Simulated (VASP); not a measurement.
# HF in VASP: a series of runs

Runs on HF. Level: r2SCAN+D3(BJ). Tasks: single point.

Everything below comes from runs of VASP 6.6.1. Logs are shortened: lines on timing, memory, paths and dates and some standing lists are left out, and cuts for length are marked.

### 1 The cell of the first run

The cell holds a disordered packing, 16 atoms: a = 6.688 Å, b = 6.688 Å, c = 6.688 Å, α = 90.00°, β = 90.00°, γ = 90.00°.

### 2 Single point, r2SCAN+D3(BJ)

The input, POSCAR:

```
HF
1.0
    6.6883740000      0.0000000000      0.0000000000
    0.0000000000      6.6883740000      0.0000000000
    0.0000000000      0.0000000000      6.6883740000
F H
8 8
Direct
    0.1422931459      0.1973936070      0.6969286746
    0.7609128011      0.1167225724      0.9072527944
    0.0082662980      0.7163838274      0.3499772920
    0.7830481680      0.6764597161      0.6495871368
    0.0971217695      0.9451592367      1.0577114773
    0.4839497036      0.3192557147      0.5318834765
    0.5132892702      0.9174816348      0.7246429097
    0.7430186405      0.2613023061      0.2583046174
    0.2649004689      0.2228313319      0.6337279538
    0.6567145896      0.0493673856      0.8325935288
    0.0244905064      0.8083319348      0.2430486785
    0.8652858042      0.6988358133      0.5348720934
    0.0226272550      1.0116009285      0.9587856846
    0.5718538409      0.2896847760      0.4249233055
    0.5956993657      0.8090815891      0.6814421680
    0.7305867726      0.2155988257      0.1247476087
```

The input, INCAR.step1:

```
PREC = Accurate
ENCUT = 520
ISMEAR = -1
SIGMA = 0.02
LREAL = Auto
LASPH = T
NELM = 80
NBANDS = 46
GGA = PE
ALGO = Normal
EDIFF = 1E-4
LWAVE = T
LCHARG = F
```

The input, INCAR.step2:

```
PREC = Accurate
ENCUT = 520
EDIFF = 1E-7
ISMEAR = -1
SIGMA = 0.02
LREAL = Auto
LASPH = T
NELM = 80
ALGO = Normal
ISIF = 2
LWAVE = F
LCHARG = F
METAGGA = R2SCAN
LMIXTAU = T
IVDW = 12
VDW_S6 = 1.0
VDW_S8 = 0.78981345
VDW_A1 = 0.49484001
VDW_A2 = 5.73083694
NBANDS = 46
ISTART = 1
```

The input, KPOINTS:

```
regular mesh
0
Gamma
  1 1 1
```

Potentials or basis: VASP PAW PBE potentials, release 64 (F, H).

Launch:

```
$ cat potpaw_PBE.64/F/POTCAR potpaw_PBE.64/H/POTCAR > POTCAR
$ cp INCAR.step1 INCAR
$ mpirun -np 1 vasp_gam > vasp.out
$ cp INCAR.step2 INCAR
$ mpirun -np 1 vasp_gam > vasp.out
```

OUTCAR:

```text
PREC = Accurate
   ENCUT = 520
   EDIFF = 1E-7
   ISMEAR = -1
   LREAL = Auto
   LASPH = T
   NELM = 80
   ISIF = 2
   METAGGA = R2SCAN
   IVDW = 12
   ISTART = 1
 IVDW          = 12

 ion  position               nearest neighbor table
   1  0.142  0.197  0.697-   9 0.94
   2  0.761  0.117  0.907-  10 0.97
   3  0.008  0.716  0.350-  11 0.95
   4  0.783  0.676  0.650-  12 0.96
   5  0.097  0.945  0.058-  13 0.94
   6  0.484  0.319  0.532-  14 0.95
   7  0.513  0.917  0.725-  15 0.96
   8  0.743  0.261  0.258-  16 0.95
   9  0.265  0.223  0.634-   1 0.94
  10  0.657  0.049  0.833-   2 0.97
  11  0.024  0.808  0.243-   3 0.95
  12  0.865  0.699  0.535-   4 0.96
  13  0.023  0.012  0.959-   5 0.94
  14  0.572  0.290  0.425-   6 0.95
  15  0.596  0.809  0.681-   7 0.96
  16  0.731  0.216  0.125-   8 0.95

  LATTYP: Found a simple cubic cell.
 ALAT       =     6.6883740000

  Lattice vectors:

 A1 = (   6.6883740000,   0.0000000000,   0.0000000000)
 A2 = (   0.0000000000,   6.6883740000,   0.0000000000)
 A3 = (   0.0000000000,   0.0000000000,   6.6883740000)

Analysis of symmetry for initial positions (statically):
=====================================================================
 Subroutine PRICEL returns:
 Original cell was already a primitive cell.

 Routine SETGRP: Setting up the symmetry group for a
 simple cubic supercell.

 Subroutine GETGRP returns: Found  1 space group operations
 (whereof  1 operations were pure point group operations)
 out of a pool of 48 trial point group operations.

The static configuration has the point symmetry C_1 .

Analysis of symmetry for dynamics (positions and initial velocities):
=====================================================================
 Subroutine PRICEL returns:
 Original cell was already a primitive cell.

 Routine SETGRP: Setting up the symmetry group for a
 simple cubic supercell.

 Subroutine GETGRP returns: Found  1 space group operations
 (whereof  1 operations were pure point group operations)
 out of a pool of 48 trial point group operations.

The dynamic configuration has the point symmetry C_1 .

 Subroutine INISYM returns: Found  1 space group operations
 (whereof  1 operations are pure point group operations),
 and found     1 'primitive' translations

----------------------------------------------------------------------------------------

                                     Primitive cell

  volume of cell :     299.2000

  direct lattice vectors                    reciprocal lattice vectors
     6.688374000  0.000000000  0.000000000     0.149513170  0.000000000  0.000000000
     0.000000000  6.688374000  0.000000000     0.000000000  0.149513170  0.000000000
     0.000000000  0.000000000  6.688374000     0.000000000  0.000000000  0.149513170

  length of vectors
     6.688374000  6.688374000  6.688374000     0.149513170  0.149513170  0.149513170

  position of ions in fractional coordinates (direct lattice)
     0.142293146  0.197393607  0.696928675
     0.760912801  0.116722572  0.907252794
     0.008266298  0.716383827  0.349977292
     0.783048168  0.676459716  0.649587137
     0.097121769  0.945159237  0.057711477
     0.483949704  0.319255715  0.531883476
     0.513289270  0.917481635  0.724642910
     0.743018640  0.261302306  0.258304617
     0.264900469  0.222831332  0.633727954
     0.656714590  0.049367386  0.832593529
     0.024490506  0.808331935  0.243048679
     0.865285804  0.698835813  0.534872093
     0.022627255  0.011600929  0.958785685
     0.571853841  0.289684776  0.424923306
     0.595699366  0.809081589  0.681442168
     0.730586773  0.215598826  0.124747609

  ion indices of the primitive-cell ions
   primitive index   ion index
                 1           1
                 2           2
                 3           3
                 4           4
                 5           5
                 6           6
                 7           7
                 8           8
                 9           9
                10          10
                11          11
                12          12
                13          13
                14          14
                15          15
                16          16

----------------------------------------------------------------------------------------

 KPOINTS: regular mesh

Automatic generation of k-mesh.
 Grid dimensions read from file:
 generate k-points for:    1    1    1

 Generating k-lattice:

  Cartesian coordinates                     Fractional coordinates (reciprocal lattice)
     0.149513170  0.000000000  0.000000000     1.000000000  0.000000000  0.000000000
     0.000000000  0.149513170  0.000000000     0.000000000  1.000000000  0.000000000
     0.000000000  0.000000000  0.149513170     0.000000000  0.000000000  1.000000000

  Length of vectors
     0.149513170  0.149513170  0.149513170

  Shift w.r.t. Gamma in fractional coordinates (k-lattice)
     0.000000000  0.000000000  0.000000000

 Subroutine IBZKPT returns following result:
 ===========================================

 Found      1 irreducible k-points:

 Following reciprocal coordinates:
            Coordinates               Weight
  0.000000  0.000000  0.000000      1.000000
   k-points           NKPTS =      1   k-points in BZ     NKDIM =      1   number of bands    NBANDS=     46
   number of dos      NEDOS =    301   number of ions     NIONS =     16
   total plane-waves  NPLWV = 125000
   dimension x,y,z NGX =    50 NGY =   50 NGZ =   50
   dimension x,y,z NGXF=   100 NGYF=  100 NGZF=  100
   ions per type =               8   8
   NGX,Y,Z   is equivalent  to a cutoff of  12.43, 12.43, 12.43 a.u.
   NGXF,Y,Z  is equivalent  to a cutoff of  24.86, 24.86, 24.86 a.u.
 SYSTEM =  unknown system
   PREC   = accura    normal or accurate (medium, high low for compatibility)
   ISTART =      1    job   : 0-new  1-cont  2-samecut
   ICHARG =      0    charge: 1-file 2-atom 10-const
   ISPIN  =      1    spin polarized calculation?
   LNONCOLLINEAR =      F non collinear calculations
   LSORBIT =      F    spin-orbit coupling
   LASPH  =      T    aspherical Exc in radial PAW
   ENCUT  =  520.0 eV  38.22 Ry    6.18 a.u.  12.44 12.44 12.44*2*pi/ulx,y,z
   NELM   =     80;   NELMIN=  2; NELMDL=  0     # of ELM steps
   EDIFF  = 0.1E-06   stopping-criterion for ELM
   LREAL  =      T    real-space projection
   EDIFFG = 0.1E-05   stopping-criterion for IOM
   NSW    =      0    number of steps for IOM
   IBRION =     -1    ionic relax: 0-MD 1-quasi-New 2-CG
   NFREE  =      0    steps in history (QN), initial steepest desc. (CG)
   ISIF   =      2    stress and relaxation
   ISYM   =      2    0-nonsym 1-usesym 2-fastsym
   POTIM  = 0.5000    time-step for ionic-motion
   TEBEG  =    0.0;   TEEND  =   0.0 temperature during run
   PSTRESS=    0.0 pullay stress
   NELECT =      64.0000    total number of electrons
   NUPDOWN=      -1.0000    fix difference up-down
   EMIN   =  10.00;   EMAX   =-10.00  energy-range for DOS
   EFERMI =   0.00;   METHOD = LEGACY
   ISMEAR =    -1;   SIGMA  =   0.02  broadening in eV -4-tet -1-fermi 0-gaus
   EFERMI_NEDOS =   21; number of points for ismear=-14 and -15
   IALGO  =     38    algorithm
   IMIX   =      4    mixing-type and parameters
     AMIX     =   0.40;   BMIX     =  1.00
     AMIX_MAG =   1.60;   BMIX_MAG =  1.00
  volume/ion in A,a.u.               =      18.70       126.19
  Fermi-wavevector in a.u.,A,eV,Ry     =   0.979071  1.850176 13.042278  0.958580
  Thomas-Fermi vector in A             =   2.109896
   LORBIT       =      0    0 simple, 1 ext, 2 COOP (PROOUT), +10 PAW based schemes
   METAGGA = R2SCAN    functional components
   LHFCALC =     F    Hartree Fock is set to
   AEXX    =    0.0000 exact exchange contribution
   IVDW    =    12    specifies the selected vdW correction
   LEPSILON=     F    determine dielectric tensor
   LRPA    =     F    only Hartree local field effects (RPA)
 non-spin polarized calculation
  energy-cutoff  :      520.00
  volume of cell :      299.20
 maximum number of plane-waves:      4061
 NGX is ok and might be reduce to    50
   NGX = 25   NGY = 25   NGZ = 25

 number of electron      64.0000004 magnetization

 Free energy of the ion-electron system (eV)
  ---------------------------------------------------
  ext. energy  EPLUGINS =         0.00000000
  ---------------------------------------------------
  free energy    TOTEN  =       -77.32785260 eV

  energy without entropy =      -77.32785260  energy(sigma->0) =      -77.32785260

 E-fermi :  -7.0643     XC(G=0):  -4.9897

 val. band max:       -7.5712516796   @ k =   0.0000   0.0000   0.0000
 cond. band min:       0.3567949430   @ k =   0.0000   0.0000   0.0000
 fundamental gap:      7.9280466226
 Fermi energy:        -7.0643133523

 k-point     1 :       0.0000    0.0000    0.0000
  band No.  band energies     occupation
      1     -30.9419      2.00000
      2     -30.5527      2.00000
      3     -30.5200      2.00000
      4     -30.2803      2.00000
      5     -30.0781      2.00000
      6     -29.9302      2.00000
      7     -29.6463      2.00000
      8     -29.0203      2.00000
      9     -13.9648      2.00000
     10     -13.8858      2.00000
     11     -13.3188      2.00000
     12     -12.6628      2.00000
     13     -12.3844      2.00000
     14     -11.8492      2.00000
     15     -11.4360      2.00000
     16     -10.9838      2.00000
     17      -9.5048      2.00000
     18      -9.3439      2.00000
     19      -9.2318      2.00000
     20      -9.0689      2.00000
     21      -9.0118      2.00000
     22      -8.9777      2.00000
     23      -8.9439      2.00000
     24      -8.8693      2.00000
     25      -8.7919      2.00000
     26      -8.7387      2.00000
     27      -8.6809      2.00000
     28      -8.5913      2.00000
     29      -8.2589      2.00000
     30      -8.2047      2.00000
     31      -7.5989      2.00000
     32      -7.5713      2.00000
     33       0.3568      0.00000
     34       3.5863      0.00000
     35       3.7928      0.00000
     36       4.0312      0.00000
     37       4.0731      0.00000
     38       4.1914      0.00000
     39       4.5153      0.00000
     40       6.1151      0.00000
     41       6.3854      0.00000
     42       6.4185      0.00000
     43       6.4997      0.00000
     44       6.7023      0.00000
 [bands above 44 left out]

------------------------ aborting loop because EDIFF is reached ----------------------------------------

 Edisp (eV)   -0.13074

 E8    (eV) :    -0.0181

  FORCE on cell =-STRESS in cart. coord.  units (eV):
  Direction    XX          YY          ZZ          XY          YZ          ZX
  --------------------------------------------------------------------------------------
  -------------------------------------------------------------------------------------
  Total      -1.14020    -0.67361    -1.16012    -0.37031     0.43169     0.35221
  in kB      -6.10564    -3.60711    -6.21231    -1.98295     2.31163     1.88606
  external pressure =       -5.31 kB  Pullay stress =        0.00 kB

 VOLUME and BASIS-vectors are now :
 -----------------------------------------------------------------------------
  energy-cutoff  :      520.00
  volume of cell :      299.20
      direct lattice vectors                 reciprocal lattice vectors
     6.688374000  0.000000000  0.000000000     0.149513170  0.000000000  0.000000000
     0.000000000  6.688374000  0.000000000     0.000000000  0.149513170  0.000000000
     0.000000000  0.000000000  6.688374000     0.000000000  0.000000000  0.149513170

 POSITION                                       TOTAL-FORCE (eV/Angst)
 -----------------------------------------------------------------------------------
      0.95171      1.32024      4.66132        -0.200476     -0.125358      0.143137
      5.08927      0.78068      6.06805         0.161560      0.159611      0.242667
      0.05529      4.79144      2.34078        -0.095318     -0.132434      0.202663
      5.23732      4.52442      4.34468        -0.180483      0.070521      0.032471
      0.64959      6.32158      0.38600         0.087011     -0.134675      0.202440
      3.23684      2.13530      3.55744        -0.231175      0.008208      0.214807
      3.43307      6.13646      4.84668        -0.157449      0.321414      0.136915
      4.96959      1.74769      1.72764        -0.086299      0.076002      0.279972
      1.77175      1.49038      4.23861         0.231611      0.085908     -0.140548
      4.39235      0.33019      5.56870        -0.219655     -0.164780     -0.132523
      0.16380      5.40643      1.62560         0.057224      0.198463     -0.213216
      5.78736      4.67408      3.57742         0.156467     -0.008659     -0.206547
      0.15134      0.07759      6.41272        -0.108860      0.137811     -0.166225
      3.82477      1.93752      2.84205         0.175331     -0.036730     -0.197786
      3.98426      5.41144      4.55774         0.402162     -0.331005     -0.099863
      4.88644      1.44201      0.83436         0.008350     -0.124296     -0.298365
 -----------------------------------------------------------------------------------
    total drift:                               -0.000301      0.006334      0.001737

  FREE ENERGIE OF THE ION-ELECTRON SYSTEM (eV)
  ---------------------------------------------------
  free  energy   TOTEN  =       -77.4585968099 eV

  energy  without entropy=      -77.4585968099  energy(sigma->0) =      -77.45859681
```

Wall time 1.8 min (1 thread of Intel Xeon Platinum 8259CL at 2.50GHz (Skylake/Cascade Lake), shared host); peak memory 0.35 GiB.

Results:

```yaml
Free_energy: -77.4586 eV
Pressure: -0.5 GPa
Largest_force: 0.530 eV/Å
Dispersion_energy_per_atom: -0.008 eV
```

Forces on the atoms (eV/Å):
```
F   -0.200 -0.125  0.143
F    0.162  0.160  0.243
F   -0.095 -0.132  0.203
F   -0.180  0.071  0.032
F    0.087 -0.135  0.202
F   -0.231  0.008  0.215
F   -0.157  0.321  0.137
F   -0.086  0.076  0.280
H    0.232  0.086 -0.141
H   -0.220 -0.165 -0.133
H    0.057  0.198 -0.213
H    0.156 -0.009 -0.207
H   -0.109  0.138 -0.166
H    0.175 -0.037 -0.198
H    0.402 -0.331 -0.100
H    0.008 -0.124 -0.298
```

Caveat: the k points lie up to 0.94 Å⁻¹ apart, too coarse for converged energies, forces and pressures; the PAW data sets were made with another functional, which shifts forces and pressure a little.

### 3 Single point, r2SCAN+D3(BJ)

The input, POSCAR:

```
HF
1.0
    6.6883740000      0.0000000000      0.0000000000
    0.0000000000      6.6883740000      0.0000000000
    0.0000000000      0.0000000000      6.6883740000
F H
8 8
Direct
    0.1425608078      0.2005420151      0.7043565447
    0.7661802405      0.1263685314      0.9048836085
    0.0020782331      0.7174688497      0.3505635301
    0.7864093724      0.6658270007      0.6457025280
    0.1035378703      0.9517111334      1.0588223685
    0.4949184959      0.3148896877      0.5447213329
    0.5011083411      0.9076496021      0.7318968706
    0.7369803184      0.2703646656      0.2494926271
    0.2739380304      0.2377707945      0.6618948043
    0.6620443175      0.0463191801      0.8479489933
    0.0157437368      0.8126489338      0.2436915161
    0.8784048260      0.6914386068      0.5442428907
    0.0306651512      1.0087504078      0.9577365141
    0.5703777929      0.2789317703      0.4258733139
    0.5842825177      0.7987890629      0.6868036985
    0.7617247480      0.2039658667      0.1263685314
```

The input, INCAR.step1:

```
PREC = Accurate
ENCUT = 520
ISMEAR = -1
SIGMA = 0.02
LREAL = Auto
LASPH = True
NELM = 80
NBANDS = 46
GGA = PE
ALGO = Normal
EDIFF = 1E-4
LWAVE = True
LCHARG = False
```

Edit INCAR.step2 of step 2 so:

```diff
@@ -6,3 +6,3 @@
 LREAL = Auto
-LASPH = T
+LASPH = True
 NELM = 80
@@ -10,6 +10,6 @@
 ISIF = 2
-LWAVE = F
-LCHARG = F
+LWAVE = False
+LCHARG = False
 METAGGA = R2SCAN
-LMIXTAU = T
+LMIXTAU = True
 IVDW = 12
```

The input, KPOINTS:

```
Automatic mesh
0
Gamma
  1 1 1
```

Potentials or basis: VASP PAW PBE potentials, release 64 (F, H).

Launch:

```
$ cat potpaw_PBE.64/F/POTCAR potpaw_PBE.64/H/POTCAR > POTCAR
$ cp INCAR.step1 INCAR
$ mpirun -np 1 vasp_gam > vasp.out
$ cp INCAR.step2 INCAR
$ mpirun -np 1 vasp_gam > vasp.out
```

It took 1.9 min on 1 thread of Intel Xeon Platinum 8259CL at 2.50GHz (Skylake/Cascade Lake), shared host; peak memory 0.35 GiB.

It converged, with:

```
Free energy                : -77.2403 eV
Pressure                   : -0.8 GPa
Largest force              : 1.605 eV/Å
Dispersion energy per atom : -0.008 eV
```

Forces on the atoms (eV/Å):
```
F    0.669  0.156 -0.079
F    0.252 -0.130  0.129
F    0.125  0.354 -0.507
F   -0.994 -0.082  1.121
F    0.629 -0.741  1.278
F    0.368 -0.304 -0.732
F    0.577 -0.246  0.079
F    0.052  0.016  0.343
H   -0.603 -0.244 -0.016
H   -0.388 -0.133 -0.296
H    0.128 -0.270  0.320
H    0.634  0.237 -1.050
H   -0.680  0.745 -1.237
H   -0.430  0.316  0.796
H   -0.012  0.238  0.052
H   -0.326  0.088 -0.201
```

Stress tensor (GPa, compression positive):
```
-1.08 -0.16  0.54
-0.16 -0.82 -0.13
 0.54 -0.13 -0.57
```

Levels at points of the mesh, in eV from the Fermi level:
```tsv
k point	band 28	band 29	band 30	band 31	band 32	band 33	band 34	band 35	band 36	band 37
(0.00, 0.00, 0.00)	-1.49	-1.11	-1.07	-0.56	-0.54	7.30	10.51	10.77	10.84	11.00
```

Caveat: the k points lie up to 0.94 Å⁻¹ apart, too coarse for converged energies, forces and pressures; the PAW data sets were made with another functional, which shifts forces and pressure a little.

(Part 1 of 2 ends here.)
